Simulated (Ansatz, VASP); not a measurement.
KI in VASP and in Ansatz

Contents of INCAR:

```
SYSTEM = KI
  ALGO = Normal
  EDIFF = 1E-7
  ENCUT = 520
  GGA = PS
  ISIF = 2
  ISMEAR = 0
  LASPH = .True.
  LCHARG = .False.
  LREAL = .False.
  LWAVE = .False.
  NBANDS = 15
  NELM = 100
  PREC = Accurate
  SIGMA = 0.05
```

The input KPOINTS:

```
k-points
0
Gamma
  6 6 6
  0 0 0
```

The input POSCAR:

```
KI
1.0
    4.4628445264      0.0000000000      0.0000000000
    0.0000000000      4.4628445264      0.0000000000
    0.0000000000      0.0000000000      4.4628445264
K I
1 1
Direct
    0.0000000000      0.0000000000      0.0000000000
    0.5000000000      0.5000000000      0.5000000000
```

Input for Ansatz:

```yaml
crystal:
  lattice:
    - [4.4628445264, 0.0, 0.0]
    - [0.0, 4.4628445264, 0.0]
    - [0.0, 0.0, 4.4628445264]
  atoms:
    - { symbol: K, position: [0.0, 0.0, 0.0] }
    - { symbol: I, position: [0.5, 0.5, 0.5] }
basis:
  ecutwfc: 420
kpoints:
  mp_grid: { grid: [6, 6, 6] }
hamiltonian:
  xc: pbesol
scf:
  occupations: { method: gaussian, width: 0.05 }
output:
  forces: true
  stress: true
  eigenvalues: true
```

Change from the starting cell: strain +0.040 along x and y, +0.040 along z, atoms carried along.

Alike in both runs: task single point; functional PBEsol; k mesh 6 × 6 × 6; occupations gaussian, width 0.05 eV; no spin polarisation.

|  | VASP | Ansatz |
| --- | --- | --- |
| version | VASP 6.6.1 | Ansatz 0.2.0 |
| potentials or method | VASP PAW PBE potentials, release 64 (K_sv, I), cutoff 520 eV | scalar-relativistic, plane waves, PAW |
| valence electrons in the cell | 16 | 26 |

|  | VASP | Ansatz | Ansatz less VASP |
| --- | --- | --- | --- |
| gap on the k mesh at the Fermi level (eV) | 2.94 | 2.94 | +0.003 |
| least direct gap on the mesh (eV) | 3.25 | 3.25 | +0.002 |
| pressure (GPa) | -1.6 | -1.6 | -0.02 |

VASP's potentials were made for PBE, not for PBEsol. With one functional, cell and mesh, what is left measures potentials, basis and numerics. VASP's potentials hold 16 valence electrons a cell and Ansatz's 26, so a difference there can come from the potentials and not from the codes.

Neither program's run includes spin-orbit coupling.
